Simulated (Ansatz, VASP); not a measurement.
**One calculation of Na2S, two programs**

Contents of POSCAR:

```
Na2S
1.0
    3.0857634768      3.0857634768      0.0000000000
   -3.0857634768      3.0857634768      0.0000000000
    0.0000000000      3.0857634768      3.0857634768
Na S
2 1
Direct
    0.2500000000      0.7500000000      0.5000000000
    0.7500000000      0.2500000000      0.5000000000
    0.0000000000      0.0000000000      0.0000000000
```

File INCAR.step1:

```
SYSTEM = Na2S
ALGO = Normal
EDIFF = 1E-5
ENCUT = 550
GGA = PE
GGA_COMPAT = .False.
ISMEAR = 0
LASPH = .True.
LCHARG = .False.
LREAL = .False.
LWAVE = .True.
NBANDS = 17
NELM = 120
PREC = Accurate
SIGMA = 0.01
```

File INCAR.step2:

```
SYSTEM = Na2S
ALGO = Normal
EDIFF = 1E-6
ENCUT = 550
GGA_COMPAT = .False.
ISIF = 2
ISMEAR = 0
ISTART = 1
LASPH = .True.
LCHARG = .False.
LMIXTAU = .True.
LREAL = .False.
LWAVE = .False.
METAGGA = R2SCAN
NBANDS = 17
NELM = 120
PREC = Accurate
SIGMA = 0.01
```

KPOINTS

```
k-points
0
Gamma
  6 6 6
  0 0 0
```

Input for Ansatz:

```yaml
crystal:
  lattice:
    - [3.08576347678, 3.08576347678, 0.0]
    - [-3.08576347678, 3.08576347678, 0.0]
    - [0.0, 3.08576347678, 3.08576347678]
  atoms:
    - { symbol: Na, position: [0.25, 0.75, 0.5] }
    - { symbol: Na, position: [0.75, 0.25, 0.5] }
    - { symbol: S, position: [0.0, 0.0, 0.0] }
kpoints:
  mp_grid: { grid: [6, 6, 6] }
scf:
  occupations: { method: fixed }
  convergence: { dr2_threshold: 1.0e-10 }
hamiltonian:
  xc: r2scan
  pseudopotentials: { kind: paw }
output:
  forces: true
  stress: true
  eigenstates:
    kpoints:
      - [0.0, 0.0, 0.0]
      - [-0.5, -0.5, -0.5]
      - [-0.5, 0.5, 0.0]
      - [0.0, 0.0, -0.5]
      - [0.0, -0.5, -0.5]
      - [0.0, 0.5, 0.0]
      - [-0.5, 0.0, 0.0]
      - [-0.5, 0.0, -0.5]
  eigenvalues: true
```

Alike in both runs: task single point; functional r2SCAN; k mesh 6 × 6 × 6; no spin polarisation.

|  | VASP | Ansatz |
| --- | --- | --- |
| version | VASP 6.6.1 | Ansatz 0.2.0 |
| potentials or method | VASP PAW PBE potentials, release 64 (Na_pv, S) | PAW with Ansatz's default frozen-core files, scalar-relativistic |
| plane-wave cutoff (eV) | 550 | 500 |
| occupations | gaussian, width 0.01 eV | fixed |
| valence electrons in the cell | 20 | 24 |

VASP gave:

| Property | Result |
| --- | --- |
| gap on the k mesh at the Fermi level (eV) | 3.73 |
| pressure (GPa) | 6.8 |

Task: What did Ansatz give for the same quantities?

Result: gap on the k mesh at the Fermi level (eV): 3.70; pressure (GPa): 7.0.

VASP's potentials were made for PBE, not for r2SCAN. VASP's potentials hold 20 valence electrons a cell and Ansatz's 24, so a difference there can come from the potentials and not from the codes.
